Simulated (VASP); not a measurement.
Here is a VASP 6.6.1 calculation.

INCAR

```
  PREC = Accurate
  ENCUT = 520
  EDIFF = 1E-6
  ISMEAR = 0
  SIGMA = 0.02
  LREAL = False
  LASPH = True
  NELM = 80
  ALGO = Normal
  ISIF = 2
  LWAVE = False
  LCHARG = False
  GGA = PS
  NBANDS = 41
```

KPOINTS

```
regular mesh
0
Gamma
  6 8 6
```

The input POSCAR:

```
AlGa3N4
1.0
    4.9945243377      0.0000000000     -0.0004067506
    0.0000000000      3.0757177235      0.0000000000
   -0.0040417044      0.0000000000      5.3219459623
Al Ga N
1 3 4
Direct
    0.0010569687      0.5000000000      0.6675532861
    0.4990099025      0.5000000000      0.3352075459
    0.4987172513      0.0000000000      0.8312235203
    0.9997702745      0.0000000000      0.1659571655
    0.1194576023      0.5000000000      0.3401641680
    0.1175361388      0.0000000000      0.8262608653
    0.6202402306      0.0000000000      0.1660942436
    0.6318116413      0.5000000000      0.6675402056
```

Potentials or basis: VASP PAW PBE potentials, release 64 (Al, Ga_d, N).

Launch:

```sh
$ cat potpaw_PBE.64/Al/POTCAR potpaw_PBE.64/Ga_d/POTCAR potpaw_PBE.64/N/POTCAR > POTCAR
$ mpirun -np 1 vasp_std > vasp.out
```

**Question.** Predict the pressure.

**Answer.** 19.8 GPa.

**Question.** What does it give for the band gap on the k mesh?

**Answer.** 2.98 eV.

**Question.** Estimate the largest force.

**Answer.** 0.024 eV/Å.

Forces in eV/Å, atoms in the order of the input:
```
Al  -0.004  0.000  0.001
Ga   0.003  0.000 -0.004
Ga   0.004  0.000  0.003
Ga  -0.007  0.000  0.004
N    0.011  0.000 -0.022
N    0.017  0.000  0.016
N   -0.002  0.000  0.000
N   -0.022  0.000  0.002
```

Caveat: the cell stands under pressure; the PAW data sets were made with another functional, which shifts forces and pressure a little. A k mesh can miss the band edges.
